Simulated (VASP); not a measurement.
The system is NiO.

```
Ni O
1.0
     0.00000    2.04332    2.04332
     2.04332    0.00000    2.04332
     2.04332    2.04332    0.00000
Ni O
1 1
Cartesian
  0.0000 0.0000 0.0000
  2.0433 2.0433 2.0433
```

Base run:

| Item | Value |
| --- | --- |
| Program | VASP 6.6.1 |
| Functional | PBEsol |
| Dispersion | D4 |
| Potentials or basis | VASP PAW PBE potentials, release 64 (Ni, O) |
| Cutoff | 520 eV |
| k mesh | 11 × 11 × 11 |
| Occupations | fermi-dirac, width 0.05 eV |
| Spin | collinear spin, ferromagnetic start |
| Starting moments | [1.0, 0.0] μB |

Its results: pressure 0.8 GPa; net moment 0.82 μB per cell; site moments Ni +0.69; O +0.10 μB.

Question: After a change of settings the same cell gave: pressure 24.3 GPa; net moment 1.55 μB per cell; site moments Ni +1.29; O +0.23 μB. Which change was it?
A. functional from PBEsol to RPBE; cutoff from 520 eV to 600 eV
B. functional from PBEsol to revPBE; dispersion from D4 to none
C. functional from PBEsol to revPBE; further incar settings from ALGO = Normal; EDIFF = 1e-06; NBANDS = 19 to ALGO = Normal; EDIFF = 1e-07; NBANDS = 19
D. functional from PBEsol to r2SCAN

Answer: B.

Caveats: the PAW data sets were made with another functional, which shifts forces and pressure a little; a cell with one magnetic atom can't hold antiferromagnetic order, which such compounds often take; pairwise dispersion overbinds metals, which lowers pressure and volume (some runs).
